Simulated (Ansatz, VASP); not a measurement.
**One calculation of SiC, two programs**

The input POSCAR:

```
SiC
1.0
    3.0907129446      0.0000000000      0.0000000000
   -1.5453564723      2.6766359258      0.0000000000
    0.0000000000      0.0000000000      5.0440972767
Si C
2 2
Direct
    0.3333333333      0.6666666667      0.0043222089
    0.6666666667      0.3333333333      0.5043222089
    0.3333333333      0.6666666667      0.3806777911
    0.6666666667      0.3333333333      0.8806777911
```

File INCAR.step1:

```
  ALGO = Normal
  EDIFF = 1E-4
  ENCUT = 520
  GGA = PE
  ISMEAR = 0
  LASPH = True
  LCHARG = False
  LREAL = False
  LWAVE = True
  NBANDS = 16
  NELM = 100
  PREC = Accurate
  SIGMA = 0.01
```

File INCAR.step2:

```
  ALGO = Normal
  EDIFF = 1E-6
  ENCUT = 520
  ISIF = 2
  ISMEAR = 0
  ISTART = 1
  LASPH = True
  LCHARG = True
  LELF = True
  LMIXTAU = True
  LREAL = False
  LVHAR = True
  LWAVE = False
  METAGGA = R2SCAN
  NBANDS = 16
  NELM = 100
  PREC = Accurate
  SIGMA = 0.01
```

The input KPOINTS:

```
k-points
0
Gamma
  8 8 6
```

Input for Ansatz:

```yaml
crystal:
  lattice:
    - [3.09071294457, 0.0, 0.0]
    - [-1.54535647228, 2.6766359258, 0.0]
    - [0.0, 0.0, 5.0440972767]
  atoms:
    - { symbol: Si, position: [0.333333333333, 0.666666666667, 0.00432220891] }
    - { symbol: Si, position: [0.666666666667, 0.333333333333, 0.50432220891] }
    - { symbol: C, position: [0.333333333333, 0.666666666667, 0.38067779109] }
    - { symbol: C, position: [0.666666666667, 0.333333333333, 0.88067779109] }
kpoints:
  mp_grid: { grid: [8, 8, 6] }
scf:
  occupations: { method: fixed }
  convergence: { dr2_threshold: 1.0e-10 }
hamiltonian:
  xc: r2scan
  pseudopotentials: { kind: paw }
output:
  forces: true
  stress: true
  eigenstates:
    kpoints:
      - [0.0, 0.0, 0.0]
      - [-0.666666667, 0.333333333, 0.0]
      - [0.5, -0.5, 0.0]
      - [0.0, 0.5, 0.0]
      - [0.5, 0.0, 0.0]
      - [0.500000001, -0.500000001, -0.364304235]
      - [0.0, 0.500000001, -0.364304235]
      - [0.500000001, 0.0, -0.364304235]
      - [0.0, 0.0, -0.5]
      - [-0.5, 0.0, -0.5]
      - [-0.5, 0.5, -0.5]
      - [0.0, -0.5, -0.5]
  eigenvalues: true
```

Change from the starting cell: film at in-plane strain +0.005.

Alike in both runs: task single point; functional r2SCAN; k mesh 8 × 8 × 6; no spin polarisation.

|  | VASP | Ansatz |
| --- | --- | --- |
| version | VASP 6.6.1 | Ansatz 0.2.0 |
| potentials or method | VASP PAW PBE potentials, release 64 (Si, C) | PAW with Ansatz's default frozen-core files, scalar-relativistic |
| plane-wave cutoff (eV) | 520 | 500 |
| occupations | gaussian, width 0.01 eV | fixed |
| valence electrons in the cell | 16 | 16 |

```tsv
	VASP	Ansatz	Ansatz less VASP
gap on the k mesh at the Fermi level (eV)	2.97	2.96	-0.007
pressure (GPa)	-2.2	-2.1	+0.17
traceless stress, the component that is largest in VASP (GPa)	2.07	2.04	-0.027
```

VASP's potentials were made for PBE, not for r2SCAN.
